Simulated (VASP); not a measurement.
C:

```
CELL_PARAMETERS angstrom
2.47000 0.00000 0.00000
-1.23500 2.13908 0.00000
0.00000 0.00000 6.79000
ATOMIC_POSITIONS crystal
C 0.00000 0.00000 0.00000
C 0.00000 0.00000 0.50000
C 0.33333 0.66667 0.00500
C 0.66667 0.33333 0.50500
```

Base run:

- Program: VASP 6.6.1
- Functional: PBEsol
- Potentials or basis: VASP PAW PBE potentials, release 64 (C)
- Cutoff: 520 eV
- k mesh: 10 × 10 × 4
- Occupations: fermi-dirac, width 0.05 eV
- Spin: no spin polarisation

Its results: band gap on the k mesh 1.25 eV, direct; pressure -2.8 GPa; largest force 0.570 eV/Å.

Question: After a change of settings the same cell gave: band gap on the k mesh 2.51 eV, indirect (least direct gap 2.56 eV); pressure -2.7 GPa; largest force 0.571 eV/Å. Which change was it?
A. k mesh from 10 × 10 × 4 to 5 × 5 × 2
B. k mesh from 10 × 10 × 4 to 8 × 8 × 3; further incar settings from ALGO = Normal; EDIFF = 1e-06; NBANDS = 16 to ALGO = Normal; EDIFF = 1e-07; NBANDS = 16
C. k mesh from 10 × 10 × 4 to 3 × 3 × 1; further incar settings from ALGO = Normal; EDIFF = 1e-06; NBANDS = 16 to ALGO = Normal; EDIFF = 1e-07; NBANDS = 16

Answer: A.

Caveats: some runs use coarse meshes; the PAW data sets were made with another functional, which shifts forces and pressure a little; this functional lacks dispersion, which binds the layers, so the pressure and a relaxed spacing across them are unreliable.
